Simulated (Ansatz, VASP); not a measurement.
## PtSe2: VASP beside Ansatz

File POSCAR:

```
PtSe2
1.0
    3.7240000000      0.0000000000      0.0000000000
   -1.8620000000      3.2250786000      0.0000000000
    0.0000000000      0.0000000000      5.0620000000
Pt Se
1 2
Direct
    0.0000000000      0.0000000000      0.0000000000
    0.3333333333      0.6666666667      0.2500000000
    0.6666666667      0.3333333333      0.7500000000
```

File INCAR.step1:

```
  ALGO = Normal
  EDIFF = 1E-4
  ENCUT = 600
  GGA = PE
  ISMEAR = -1
  LASPH = True
  LCHARG = False
  LREAL = False
  LWAVE = True
  NELM = 60
  PREC = Accurate
  SIGMA = 0.1
```

The input INCAR.step2:

```
  ALGO = Normal
  EDIFF = 1E-6
  EDIFFG = -0.05
  ENCUT = 600
  IBRION = 2
  ISIF = 3
  ISMEAR = -1
  ISTART = 1
  LASPH = True
  LCHARG = False
  LMIXTAU = True
  LREAL = False
  LWAVE = False
  METAGGA = R2SCAN
  NELM = 60
  NSW = 80
  PREC = Accurate
  SIGMA = 0.1
```

Contents of KPOINTS:

```
k-points
0
Gamma
  6 6 4
```

Input for Ansatz:

```yaml
crystal:
  lattice:
    - [3.724, 0.0, 0.0]
    - [-1.862, 3.2250786, 0.0]
    - [0.0, 0.0, 5.062]
  atoms:
    - { symbol: Pt, position: [0.0, 0.0, 0.0] }
    - { symbol: Se, position: [0.3333333333333333, 0.6666666666666666, 0.25] }
    - { symbol: Se, position: [0.6666666666666666, 0.3333333333333333, 0.75] }
basis:
  ecutwfc: 544.22772491976
  xc_grid: 2
kpoints:
  mp_grid:
    grid: [6, 6, 4]
hamiltonian:
  xc: r2scan
  dispersion: none
scf:
  mixing:
    algorithm: anderson
    beta: 0.2
  occupations:
    method: fermi_dirac
relax:
  f_tol: 0.05
  cell: {}
```

Alike in both runs: task relaxation of cell and atoms; functional r2SCAN; k mesh 6 × 6 × 4; no spin polarisation.

```csv
,VASP,Ansatz
version,VASP 6.6.1,Ansatz 0.2.0
potentials or method,"VASP PAW PBE potentials, release 64 (Pt, Se), cutoff 600 eV","plane waves, PAW"
occupations,"fermi-dirac, width 0.1 eV",fermi-dirac
valence electrons in the cell,22,50
```

|  | VASP | Ansatz | Ansatz less VASP |
| --- | --- | --- | --- |
| relaxed volume (Å³/atom) | 22.65 | 23.05 | +0.406 |
| relaxed cell length with the largest relative difference (Å) | 5.643 | 5.769 | +0.1260 |

VASP's potentials were made for PBE, not for r2SCAN. VASP's potentials hold 22 valence electrons a cell and Ansatz's 50, so a difference there can come from the potentials and not from the codes.

Neither program's run includes spin-orbit coupling.
